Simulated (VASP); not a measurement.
The system is AlN.

```
CELL_PARAMETERS angstrom
3.03600 0.00000 0.00000
-1.51800 2.62925 0.00000
0.00000 0.00000 5.61900
ATOMIC_POSITIONS crystal
Al 0.33333 0.66667 0.00173
Al 0.66667 0.33333 0.50173
N 0.33333 0.66667 0.38327
N 0.66667 0.33333 0.88327
```

```yaml
Program: VASP 6.6.1
Task: relaxation of the atoms
Functional: PBE
Potentials_or_basis: VASP PAW PBE potentials, release 64 (Al, N)
Cutoff: 520 eV
k_mesh: 9 × 9 × 6
Occupations: gaussian, width 0.05 eV
Spin: no spin polarisation
```

At the start: pressure -4.0 GPa; volume 11.21 Å³/atom.

Task: Where does the relaxation end?

Result: Over 3 steps the energy falls by 6.4 meV/atom; space group P6_3mc (No. 186, to 0.05 Å).

The path:
```tsv
step	energy change (eV)	largest force (eV/Å)	pressure (GPa)
1	0.0000	0.4031	-3.99
2	-0.0220	0.1572	-5.58
3	-0.0255	0.0029	-6.42
```

Final structure:
```
Al N
1.0
     3.03600    0.00000    0.00000
    -1.51800    2.62925    0.00000
     0.00000    0.00000    5.61900
Al N
2 2
Cartesian
  0.0000 1.7528 0.0403
  1.5180 0.8764 2.8498
  0.0000 1.7528 2.1230
  1.5180 0.8764 4.9325
```
